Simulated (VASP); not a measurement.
**CO2: relaxation of cell and atoms with PBE+D3(BJ)**

The system is CO2.

```
CELL_PARAMETERS angstrom
5.63000 0.00000 0.00000
0.00000 5.63000 0.00000
0.00000 0.00000 5.63000
ATOMIC_POSITIONS crystal
C 0.00000 0.00000 0.00000
C 0.50000 0.00000 0.50000
C 0.50000 0.50000 0.00000
C 0.00000 0.50000 0.50000
O 0.10800 0.10800 0.10800
O 0.39200 0.89200 0.60800
O 0.60800 0.39200 0.89200
O 0.89200 0.60800 0.39200
O 0.89200 0.89200 0.89200
O 0.60800 0.10800 0.39200
O 0.39200 0.60800 0.10800
O 0.10800 0.39200 0.60800
```

| Quantity | Value |
| --- | --- |
| Program | VASP 6.6.1 |
| Task | relaxation of cell and atoms |
| Functional | PBE |
| Dispersion | D3(BJ) |
| Potentials or basis | VASP PAW PBE potentials, release 64 (C, O) |
| Cutoff | 600 eV |
| k mesh | 4 × 4 × 4 |
| Occupations | gaussian, width 0.1 eV |
| Spin | no spin polarisation |
| Dipole correction | no |
| Further INCAR settings | ALGO = Normal; EDIFF = 1e-07; IBRION = 2; EDIFFG = -0.05; NSW = 100; ISIF = 3 |

```json
{"Relaxed volume": "15.02 Å³/atom", "Relaxed cell": "a = 5.649 Å, b = 5.649 Å, c = 5.649 Å, α = 90.00°, β = 90.00°, γ = 90.00°", "Space group after relaxing (to 0.1 Å)": "Pa-3 (No. 205)", "Pressure after relaxing": "-0.1 GPa", "Largest force after relaxing": "0.008 eV/Å", "Band gap on the k mesh": "6.70 eV", "Dispersion energy per atom": "-0.069 eV"}
```

Forces on the atoms (eV/Å):
```
C    0.000  0.000  0.000
C    0.000  0.000  0.000
C    0.000  0.000  0.000
C    0.000  0.000  0.000
O   -0.004 -0.004 -0.004
O    0.004  0.004 -0.004
O   -0.004  0.004  0.004
O    0.004 -0.004  0.004
O    0.004  0.004  0.004
O   -0.004 -0.004  0.004
O    0.004 -0.004 -0.004
O   -0.004  0.004 -0.004
```

Final structure:
```cif
data_structure
_symmetry_space_group_name_H-M 'P 1'
_symmetry_Int_Tables_number 1
_cell_length_a 5.6489
_cell_length_b 5.6489
_cell_length_c 5.6489
_cell_angle_alpha 90.000
_cell_angle_beta 90.000
_cell_angle_gamma 90.000
_cell_volume 180.26
loop_
_atom_site_label
_atom_site_type_symbol
_atom_site_fract_x
_atom_site_fract_y
_atom_site_fract_z
_atom_site_occupancy
C1 C 0.00000 0.00000 0.00000 1
C2 C 0.50000 0.00000 0.50000 1
C3 C 0.50000 0.50000 0.00000 1
C4 C 0.00000 0.50000 0.50000 1
O1 O 0.12004 0.12004 0.12004 1
O2 O 0.37996 0.87996 0.62004 1
O3 O 0.62004 0.37996 0.87996 1
O4 O 0.87996 0.62004 0.37996 1
O5 O 0.87996 0.87996 0.87996 1
O6 O 0.62004 0.12004 0.37996 1
O7 O 0.37996 0.62004 0.12004 1
O8 O 0.12004 0.37996 0.62004 1
```

Levels at points of the mesh, in eV from the valence-band top:
| k point | band 28 | band 29 | band 30 | band 31 | band 32 | band 33 | band 34 | band 35 | band 36 | band 37 |
| --- | --- | --- | --- | --- | --- | --- | --- | --- | --- | --- |
| (0.00, 0.00, 0.00) | -0.19 | -0.19 | -0.19 | 0.00 | 0.00 | 6.70 | 7.92 | 7.92 | 7.92 | 8.73 |
| (0.50, 0.00, 0.00) | -0.34 | -0.28 | -0.28 | -0.07 | -0.07 | 7.86 | 7.86 | 8.06 | 8.06 | 8.30 |
| (0.50, 0.50, 0.00) | -0.31 | -0.26 | -0.26 | -0.26 | -0.26 | 7.86 | 7.86 | 7.86 | 7.86 | 8.52 |
| (0.50, 0.50, 0.50) | -0.31 | -0.30 | -0.30 | -0.30 | -0.30 | 7.86 | 7.86 | 7.86 | 7.86 | 8.73 |

Wall time 28 min on 1 thread of Intel Xeon 8259CL (shared host), peak memory 0.38 GiB.

A k mesh can miss the band edges. As with any semilocal functional, this PBE gap is likely too small.
